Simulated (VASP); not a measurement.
# ZnS (I-4m2) in VASP: further runs, part 2 of 2

VASP 6.6.1. Earlier steps stand in the parts before.

**4. Single point, r2SCAN (strain +0.0750 x Voigt [0, 0, 1, 0, 0, 0])**

POSCAR reads:

```
ZnS
1.0
    0.0000000000      2.6945131942      2.8966016838
    2.6945131942      0.0000000000      2.8966016838
    2.6945131942      2.6945131942      0.0000000000
Zn S
1 1
Direct
    0.0000000000      0.0000000000      0.0000000000
    0.7500000000      0.7500000000      0.7500000000
```

INCAR.step1 reads:

```
SYSTEM = ZnS
  ALGO = Normal
  EDIFF = 1E-4
  ENCUT = 520
  GGA = PE
  ISMEAR = 0
  LASPH = .TRUE.
  LCHARG = .FALSE.
  LREAL = .FALSE.
  LWAVE = .TRUE.
  NBANDS = 16
  NELM = 80
  PREC = Accurate
  SIGMA = 0.05
```

INCAR.step2 reads:

```
SYSTEM = ZnS
  ALGO = Normal
  EDIFF = 1E-6
  ENCUT = 520
  ISIF = 2
  ISMEAR = 0
  ISTART = 1
  LASPH = .TRUE.
  LCHARG = .FALSE.
  LMIXTAU = .TRUE.
  LREAL = .FALSE.
  LWAVE = .FALSE.
  METAGGA = R2SCAN
  NBANDS = 16
  NELM = 80
  PREC = Accurate
  SIGMA = 0.05
```

KPOINTS reads:

```
k-points
0
G
  8 8 8
  0 0 0
```

Potentials or basis: VASP PAW PBE potentials, release 64 (Zn, S).

On the command line:

```
$ cat potpaw_PBE.64/Zn/POTCAR potpaw_PBE.64/S/POTCAR > POTCAR
$ cp INCAR.step1 INCAR
$ mpirun -np 1 vasp_std > vasp.out
$ cp INCAR.step2 INCAR
$ mpirun -np 1 vasp_std > vasp.out
```

OUTCAR:

```text
SYSTEM = ZnS
   EDIFF = 1E-6
   ENCUT = 520
   ISIF = 2
   ISMEAR = 0
   ISTART = 1
   LASPH = .TRUE.
   LREAL = .FALSE.
   METAGGA = R2SCAN
   NELM = 80
   PREC = Accurate

 ion  position               nearest neighbor table
   1  0.000  0.000  0.000-   2 2.39   2 2.39   2 2.39   2 2.39
   2  0.750  0.750  0.750-   1 2.39   1 2.39   1 2.39   1 2.39

  LATTYP: Found a body centered tetragonal cell.
 ALAT       =     3.8106171032
 C/A-ratio  =     1.5202795796

  Lattice vectors:

 A1 = (  -2.6945131942,   0.0000000000,   2.8966016838)
 A2 = (   2.6945131942,   0.0000000000,   2.8966016838)
 A3 = (   0.0000000000,   2.6945131942,  -2.8966016838)

Analysis of symmetry for initial positions (statically):
=====================================================================
 Subroutine PRICEL returns:
 Original cell was already a primitive cell.

 Routine SETGRP: Setting up the symmetry group for a
 body centered tetragonal supercell.

 Subroutine GETGRP returns: Found  8 space group operations
 (whereof  8 operations were pure point group operations)
 out of a pool of 16 trial point group operations.

The static configuration has the point symmetry D_2d.

Analysis of symmetry for dynamics (positions and initial velocities):
=====================================================================
 Subroutine PRICEL returns:
 Original cell was already a primitive cell.

 Routine SETGRP: Setting up the symmetry group for a
 body centered tetragonal supercell.

 Subroutine GETGRP returns: Found  8 space group operations
 (whereof  8 operations were pure point group operations)
 out of a pool of 16 trial point group operations.

The dynamic configuration has the point symmetry D_2d.

 Subroutine INISYM returns: Found  8 space group operations
[... 107 lines left out ...]
   PSTRESS=    0.0 pullay stress
   NELECT =      18.0000    total number of electrons
   NUPDOWN=      -1.0000    fix difference up-down
   EMIN   =  10.00;   EMAX   =-10.00  energy-range for DOS
   EFERMI =   0.00;   METHOD = LEGACY
   ISMEAR =     0;   SIGMA  =   0.05  broadening in eV -4-tet -1-fermi 0-gaus
   EFERMI_NEDOS =   21; number of points for ismear=-14 and -15
   IALGO  =     38    algorithm
   IMIX   =      4    mixing-type and parameters
     AMIX     =   0.40;   BMIX     =  1.00
     AMIX_MAG =   1.60;   BMIX_MAG =  1.00
  volume/ion in A,a.u.               =      21.03       141.92
  Fermi-wavevector in a.u.,A,eV,Ry     =   1.233689  2.331335 20.707928  1.521990
  Thomas-Fermi vector in A             =   2.368410
   LORBIT       =      0    0 simple, 1 ext, 2 COOP (PROOUT), +10 PAW based schemes
   METAGGA = R2SCAN    functional components
   LHFCALC =     F    Hartree Fock is set to
   AEXX    =    0.0000 exact exchange contribution
   IVDW    =     0    specifies the selected vdW correction
   LEPSILON=     F    determine dielectric tensor
   LRPA    =     F    only Hartree local field effects (RPA)
 non-spin polarized calculation
 Gauss-broadening in eV      SIGMA  =   0.05
  energy-cutoff  :      520.00
  volume of cell :       42.06
 maximum number of plane-waves:      1146
 NGX is ok and might be reduce to    30
   NGX = 15   NGY = 15   NGZ = 15

 number of electron      17.9999990 magnetization

 Free energy of the ion-electron system (eV)
  ---------------------------------------------------
  ext. energy  EPLUGINS =         0.00000000
  ---------------------------------------------------
  free energy    TOTEN  =       -18.79662531 eV

  energy without entropy =      -18.79662531  energy(sigma->0) =      -18.79662531

 E-fermi :   1.6147     XC(G=0):  -9.9674

 val. band max:        1.3427373208   @ k =   0.0000   0.0000   0.0000
 cond. band min:       3.6076810233   @ k =   0.0000   0.0000   0.0000
 fundamental gap:      2.2649437025
 Fermi energy:         1.6147235218

 k-point     1 :       0.0000    0.0000    0.0000
  band No.  band energies     occupation
      1     -11.9715      2.00000
      2      -5.0408      2.00000
      3      -4.9976      2.00000
      4      -4.9974      2.00000
      5      -4.5589      2.00000
      6      -4.5480      2.00000
[... 433 lines left out ...]
      3      -4.8951      2.00000
      4      -4.8088      2.00000
      5      -4.5530      2.00000
      6      -4.5115      2.00000
[... 8 lines left out ...]
     15      14.1920      0.00000
     16      15.0552      0.00000

 [... further k-points ...]
[... 5 lines left out ...]
  --------------------------------------------------------------------------------------
  -------------------------------------------------------------------------------------
  Total       -0.9683393     -0.9683393     -1.9392896      0.0000000      0.0000000      0.0000000
  in kB      -36.8857611    -36.8857611    -73.8709766      0.0000000      0.0000000      0.0000000
  external PRESSURE =     -49.2141662 kB  Pullay stress =       0.0000000 kB

 VOLUME and BASIS-vectors are now :
 -----------------------------------------------------------------------------
  energy-cutoff  :      520.00
  volume of cell :       42.06
      direct lattice vectors                 reciprocal lattice vectors
     0.000000000  2.694513194  2.896601684    -0.185562276  0.185562276  0.172616070
     2.694513194  0.000000000  2.896601684     0.185562276 -0.185562276  0.172616070
     2.694513194  2.694513194  0.000000000     0.185562276  0.185562276 -0.172616070

 POSITION                                       TOTAL-FORCE (eV/Angst)
 -----------------------------------------------------------------------------------
      0.00000      0.00000      0.00000         0.000000      0.000000     -0.000000
      4.04177      4.04177      4.34490        -0.000000     -0.000000      0.000000
 -----------------------------------------------------------------------------------
    total drift:                                0.000944      0.000944     -0.000548

  FREE ENERGIE OF THE ION-ELECTRON SYSTEM (eV)
  ---------------------------------------------------
  free  energy   TOTEN  =       -18.7966253074 eV

  energy  without entropy=      -18.7966253074  energy(sigma->0) =      -18.79662531
```

OUTCAR.step1:

```text
SYSTEM = ZnS
   EDIFF = 1E-4
   ENCUT = 520
   GGA = PE
   ISMEAR = 0
   LASPH = .TRUE.
   LREAL = .FALSE.
[... 678 lines left out ...]
      0.00000      0.00000      0.00000        -0.000000     -0.000000      0.000000
      4.04177      4.04177      4.34490         0.000000      0.000000      0.000000
 -----------------------------------------------------------------------------------
    total drift:                                0.000006      0.000006     -0.000008

  FREE ENERGIE OF THE ION-ELECTRON SYSTEM (eV)
  ---------------------------------------------------
  free  energy   TOTEN  =        -6.8184243802 eV

  energy  without entropy=       -6.8184243802  energy(sigma->0) =       -6.81842438
```

Wall time 78 s (1 thread of Intel Xeon 6975P-C (Granite Rapids), shared host); peak memory 0.19 GiB.

Results:

```yaml
Free_energy: -18.7966 eV
Pressure: -4.9 GPa
Band_gap_on_the_k_mesh: 2.27 eV, direct
```

Stress tensor (GPa, compression positive):
```
-3.69  0.00  0.00
 0.00 -3.69  0.00
 0.00  0.00 -7.39
```

Caveat: the cell differs from its parent crystal (strain +0.0750 x Voigt [0, 0, 1, 0, 0, 0]); the PAW data sets were made with another functional, which shifts forces and pressure a little.

**5. Single point, r2SCAN (strain +0.1125 x Voigt [0, 0, 1, 0, 0, 0])**

POSCAR reads:

```
ZnS
1.0
    0.0000000000      2.6945131942      2.9976459285
    2.6945131942      0.0000000000      2.9976459285
    2.6945131942      2.6945131942      0.0000000000
Zn S
1 1
Direct
    0.0000000000      0.0000000000      0.0000000000
    0.7500000000      0.7500000000      0.7500000000
```

INCAR.step1 reads:

```
SYSTEM = ZnS
PREC = Accurate
ENCUT = 520
ISMEAR = 0
SIGMA = 0.05
LREAL = .FALSE.
LASPH = .TRUE.
NELM = 60
NBANDS = 16
GGA = PE
ALGO = Normal
EDIFF = 1E-4
LWAVE = .TRUE.
LCHARG = .FALSE.
```

INCAR.step2 reads:

```
SYSTEM = ZnS
PREC = Accurate
ENCUT = 520
EDIFF = 1E-7
ISMEAR = 0
SIGMA = 0.05
LREAL = .FALSE.
LASPH = .TRUE.
NELM = 60
ALGO = Normal
ISIF = 2
LWAVE = .FALSE.
LCHARG = .TRUE.
METAGGA = R2SCAN
LMIXTAU = .TRUE.
LELF = .TRUE.
LVHAR = .TRUE.
NBANDS = 16
ISTART = 1
```

KPOINTS reads:

```
regular mesh
0
G
  8 8 8
  0 0 0
```

On the command line:

```
$ cat potpaw_PBE.64/Zn/POTCAR potpaw_PBE.64/S/POTCAR > POTCAR
$ cp INCAR.step1 INCAR
$ mpirun -np 1 vasp_std > vasp.out
$ cp INCAR.step2 INCAR
$ mpirun -np 1 vasp_std > vasp.out
```

Wall time 94 s (1 thread of Intel Xeon 6975P-C (Granite Rapids), shared host); peak memory 0.19 GiB.

Results (log left out):

| Item | Value |
| --- | --- |
| Free energy | -18.7137 eV |
| Pressure | -6.8 GPa |
| Band gap on the k mesh | 2.03 eV, direct |

Stress tensor (GPa, compression positive):
```
 -4.87   0.00   0.00
  0.00  -4.87   0.00
  0.00   0.00 -10.62
```

Levels at points of the mesh, in eV from the valence-band top:
| k point | band 5 | band 6 | band 7 | band 8 | band 9 | band 10 | band 11 | band 12 | band 13 | band 14 |
| --- | --- | --- | --- | --- | --- | --- | --- | --- | --- | --- |
| (0.00, 0.00, 0.00) | -5.89 | -5.88 | -0.44 | 0.00 | 0.00 | 2.03 | 6.87 | 6.87 | 6.92 | 10.84 |
| (0.50, 0.00, 0.00) | -5.86 | -5.73 | -4.85 | -1.17 | -0.58 | 3.31 | 7.08 | 7.77 | 8.89 | 12.11 |
| (0.50, 0.50, 0.00) | -5.84 | -5.80 | -4.75 | -1.69 | -1.69 | 4.18 | 4.99 | 10.11 | 12.09 | 12.09 |
| (0.50, 0.00, 0.50) | -5.83 | -5.67 | -4.12 | -2.29 | -2.11 | 3.65 | 4.01 | 11.14 | 11.14 | 11.87 |

Caveat: the cell differs from its parent crystal (strain +0.1125 x Voigt [0, 0, 1, 0, 0, 0]); the PAW data sets were made with another functional, which shifts forces and pressure a little.

**6. Single point, r2SCAN (strain +0.1312 x Voigt [0, 0, 1, 0, 0, 0])**

POSCAR reads:

```
ZnS
1.0
    0.0000000000      2.6945131942      3.0480333253
    2.6945131942      0.0000000000      3.0480333253
    2.6945131942      2.6945131942      0.0000000000
Zn S
1 1
Direct
    0.0000000000      0.0000000000      0.0000000000
    0.7500000000      0.7500000000      0.7500000000
```

INCAR.step1 reads:

```
SYSTEM = ZnS
PREC     = Accurate       ! precision mode
ENCUT    = 520            ! plane-wave cutoff, eV
ISMEAR   = 0              ! smearing method
SIGMA    = 0.05           ! smearing width, eV
LREAL    = .False.        ! projectors in reciprocal space
LASPH    = .True.         ! aspherical terms in the spheres
NELM     = 100            ! most SCF steps
NBANDS   = 16             ! bands
GGA      = PE             ! functional
ALGO     = Normal         ! electronic algorithm
EDIFF    = 1E-4           ! SCF threshold, eV
LWAVE    = .True.         ! write WAVECAR
LCHARG   = .False.        ! write CHGCAR
```

INCAR.step2 reads:

```
SYSTEM = ZnS
PREC     = Accurate       ! precision mode
ENCUT    = 520            ! plane-wave cutoff, eV
EDIFF    = 1E-7           ! SCF threshold, eV
ISMEAR   = 0              ! smearing method
SIGMA    = 0.05           ! smearing width, eV
LREAL    = .False.        ! projectors in reciprocal space
LASPH    = .True.         ! aspherical terms in the spheres
NELM     = 100            ! most SCF steps
ALGO     = Normal         ! electronic algorithm
ISIF     = 2              ! what is computed and relaxed
LWAVE    = .False.        ! write WAVECAR
LCHARG   = .False.        ! write CHGCAR
METAGGA  = R2SCAN         ! meta-GGA
LMIXTAU  = .True.       
NBANDS   = 16             ! bands
ISTART   = 1
```

KPOINTS reads:

```
regular mesh
0
Gamma
  8 8 8
  0 0 0
```

Potentials or basis: VASP PAW PBE potentials, release 64 (Zn, S).

On the command line:

```
$ cat potpaw_PBE.64/Zn/POTCAR potpaw_PBE.64/S/POTCAR > POTCAR
$ cp INCAR.step1 INCAR
$ mpirun -np 1 vasp_std > vasp.out
$ cp INCAR.step2 INCAR
$ mpirun -np 1 vasp_std > vasp.out
```

Run time: 91 s. Hardware: 1 thread of Intel Xeon 6975P-C (Granite Rapids), shared host; peak memory 0.18 GiB.

The run converged. Its results:

```
Free energy            : -18.6615 eV
Pressure               : -7.6 GPa
Band gap on the k mesh : 1.91 eV, direct
```

Stress tensor (GPa, compression positive):
```
 -5.33   0.00   0.00
  0.00  -5.33   0.00
  0.00   0.00 -12.10
```

Levels at points of the mesh, in eV from the valence-band top:
| k point | band 7 | band 8 | band 9 | band 10 | band 11 | band 12 |
| --- | --- | --- | --- | --- | --- | --- |
| (0.00, 0.00, 0.00) | -0.51 | 0.00 | 0.00 | 1.91 | 6.87 | 6.87 |
| (0.50, 0.00, 0.00) | -4.76 | -1.21 | -0.54 | 3.20 | 7.06 | 7.82 |
| (0.50, 0.50, 0.00) | -4.76 | -1.60 | -1.60 | 4.24 | 5.05 | 9.87 |
| (0.50, 0.00, 0.50) | -4.04 | -2.28 | -2.08 | 3.64 | 3.93 | 10.85 |

Caveat: the cell differs from its parent crystal (strain +0.1312 x Voigt [0, 0, 1, 0, 0, 0]); the PAW data sets were made with another functional, which shifts forces and pressure a little.

**7. Single point, r2SCAN (strain +0.1500 x Voigt [0, 0, 1, 0, 0, 0])**

POSCAR reads:

```
ZnS
1.0
    0.0000000000      2.6945131942      3.0986901733
    2.6945131942      0.0000000000      3.0986901733
    2.6945131942      2.6945131942      0.0000000000
Zn S
1 1
Direct
    0.0000000000      0.0000000000      0.0000000000
    0.7500000000      0.7500000000      0.7500000000
```

INCAR.step1 reads:

```
  ALGO = Normal
  EDIFF = 1E-4
  ENCUT = 520
  GGA = PE
  ISMEAR = 0
  LASPH = T
  LCHARG = F
  LREAL = F
  LWAVE = T
  NBANDS = 16
  NELM = 100
  PREC = Accurate
  SIGMA = 0.05
```

INCAR.step2 reads:

```
  ALGO = Normal
  EDIFF = 1E-7
  ENCUT = 520
  ISIF = 2
  ISMEAR = 0
  ISTART = 1
  LASPH = T
  LCHARG = F
  LMIXTAU = T
  LREAL = F
  LWAVE = F
  METAGGA = R2SCAN
  NBANDS = 16
  NELM = 100
  PREC = Accurate
  SIGMA = 0.05
```

KPOINTS reads:

```
k-points
0
Gamma
  8 8 8
```

On the command line:

```
$ cat potpaw_PBE.64/Zn/POTCAR potpaw_PBE.64/S/POTCAR > POTCAR
$ cp INCAR.step1 INCAR
$ mpirun -np 1 vasp_std > vasp.out
$ cp INCAR.step2 INCAR
$ mpirun -np 1 vasp_std > vasp.out
```

It took 76 s on 1 thread of Intel Xeon 6975P-C (Granite Rapids), shared host; peak memory 0.19 GiB.

The run converged. Its results:

```
Free energy            : -18.6028 eV
Pressure               : -8.3 GPa
Band gap on the k mesh : 1.79 eV, direct
```

Stress tensor (GPa, compression positive):
```
 -5.76   0.00   0.00
  0.00  -5.76   0.00
  0.00   0.00 -13.48
```

Levels at points of the mesh, in eV from the valence-band top:
```
           k point  band 7  band 8  band 9  band 10  band 11  band 12
(0.00, 0.00, 0.00)   -0.59    0.00    0.00     1.79     6.86     6.86
(0.50, 0.00, 0.00)   -4.67   -1.25   -0.49     3.09     7.05     7.86
(0.50, 0.50, 0.00)   -4.77   -1.52   -1.52     4.30     5.09     9.64
(0.50, 0.00, 0.50)   -3.96   -2.27   -2.06     3.63     3.85    10.57
```

Caveat: the cell differs from its parent crystal (strain +0.1500 x Voigt [0, 0, 1, 0, 0, 0]); the PAW data sets were made with another functional, which shifts forces and pressure a little.

**8. Overview**

| cell | gap on the mesh (eV) | pressure (GPa) |
| --- | --- | --- |
| a = 3.671, b = 3.671, c = 3.811 Å, angles 58.7, 58.7, 62.5°, 2 atoms | 2.91 | 7.0 |
| a = 3.740, b = 3.740, c = 3.811 Å, angles 59.4, 59.4, 61.3°, 2 atoms | 2.80 | 3.3 |
| a = 3.956, b = 3.956, c = 3.811 Å, angles 61.2, 61.2, 57.6°, 2 atoms | 2.27 | -4.9 |
| a = 4.031, b = 4.031, c = 3.811 Å, angles 61.8, 61.8, 56.4°, 2 atoms | 2.03 | -6.8 |
| a = 4.068, b = 4.068, c = 3.811 Å, angles 62.1, 62.1, 55.9°, 2 atoms | 1.91 | -7.6 |
| a = 4.106, b = 4.106, c = 3.811 Å, angles 62.4, 62.4, 55.3°, 2 atoms | 1.79 | -8.3 |

Alike in all rows: task single point; level r2SCAN; potentials or basis VASP PAW PBE potentials, release 64 (Zn, S); no spin polarisation; k mesh 8 × 8 × 8; cutoff (eV) 520; smearing gaussian 0.05 eV.

Caveats: the PAW data sets were made with another functional, which shifts forces and pressure a little.

Absolute energies hang on the potentials; compare differences alone.
